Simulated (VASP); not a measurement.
Set up this calculation in VASP 6.6.1, as the native input.

```yaml
Task: single point
Functional: r2SCAN
Potentials_or_basis: VASP PAW PBE potentials, release 64 (Si, Ni)
Cutoff: 520 eV
k_mesh: 12 × 12 × 12
Occupations: gaussian, width 0.1 eV
Spin: no spin polarisation
Dipole_correction: no
Further_INCAR_settings: ALGO = Normal; EDIFF = 1e-06; NBANDS = 25
```

SiNi3:

```
CELL_PARAMETERS angstrom
3.39378 0.00000 0.00000
0.00000 3.39378 0.00000
0.00000 0.00000 3.39378
ATOMIC_POSITIONS crystal
Si 0.00000 0.00000 0.00000
Ni 0.00000 0.50000 0.50000
Ni 0.50000 0.00000 0.50000
Ni 0.50000 0.50000 0.00000
```

This cell differs from its parent crystal: volume scaled by 0.94.

One way to write it, as run:

POSCAR

```
SiNi3
1.0
    3.3937835553      0.0000000000      0.0000000000
    0.0000000000      3.3937835553      0.0000000000
    0.0000000000      0.0000000000      3.3937835553
Si Ni
1 3
Direct
    0.0000000000      0.0000000000      0.0000000000
    0.0000000000      0.5000000000      0.5000000000
    0.5000000000      0.0000000000      0.5000000000
    0.5000000000      0.5000000000      0.0000000000
```

INCAR.step1

```
  ALGO = Normal
  EDIFF = 1E-4
  ENCUT = 520
  GGA = PE
  ISMEAR = 0
  LASPH = True
  LCHARG = False
  LREAL = False
  LWAVE = True
  NBANDS = 25
  NELM = 60
  PREC = Accurate
  SIGMA = 0.1
```

INCAR.step2

```
  ALGO = Normal
  EDIFF = 1E-6
  ENCUT = 520
  ISIF = 2
  ISMEAR = 0
  ISTART = 1
  LASPH = True
  LCHARG = True
  LELF = True
  LMIXTAU = True
  LREAL = False
  LVHAR = True
  LWAVE = False
  METAGGA = R2SCAN
  NBANDS = 25
  NELM = 60
  PREC = Accurate
  SIGMA = 0.1
```

KPOINTS

```
k-points
0
Gamma
  12 12 12
```

Potentials or basis: VASP PAW PBE potentials, release 64 (Si, Ni).

Run with:

```console
$ cat potpaw_PBE.64/Si/POTCAR potpaw_PBE.64/Ni/POTCAR > POTCAR
$ cp INCAR.step1 INCAR
$ mpirun -np 1 vasp_std > vasp.out
$ cp INCAR.step2 INCAR
$ mpirun -np 1 vasp_std > vasp.out
```

It gave:

```
Pressure               : 17.4 GPa
Band gap on the k mesh : zero (band 17 reaches 12.07 eV, above the bottom of band 18 at 11.77 eV)
```

Caveat: the PAW data sets were made with another functional, which shifts forces and pressure a little.

It took 4.5 min on 1 thread of Intel(R) Xeon(R) Platinum 8488C (Sapphire Rapids), on a shared host, peak memory 0.21 GiB.
